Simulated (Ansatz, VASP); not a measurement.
**One calculation of BiTe, two programs**

```
Bi Te
1.0
     2.27947    1.31605    3.74157
    -2.27947    1.31605    3.74157
     0.00000   -2.63210    3.74157
Bi Te
1 1
Direct
  0.50000 0.50000 0.50000
  0.00000 0.00000 0.00000
```

Alike in both runs: task single point; functional PBE; k mesh 18 × 18 × 18; occupations gaussian, width 0.15 eV; no spin polarisation.

```csv
,VASP,Ansatz
version,VASP 6.6.1,Ansatz 0.2.0
potentials or method,"VASP PAW PBE potentials, release 64 (Bi_d, Te), cutoff 520 eV","scalar-relativistic, plane waves, PAW"
valence electrons in the cell,21,31
```

```tsv
	VASP	Ansatz	Ansatz less VASP
gap on the k mesh at the Fermi level (eV)	none	none	-
pressure (GPa)	1.0	1.0	+0.07
```

A gap of «none» marks a metal or a gap that the smearing closes. VASP's potentials hold 21 valence electrons a cell and Ansatz's 31, so a difference there can come from the potentials and not from the codes.

Spin-orbit coupling is off throughout.
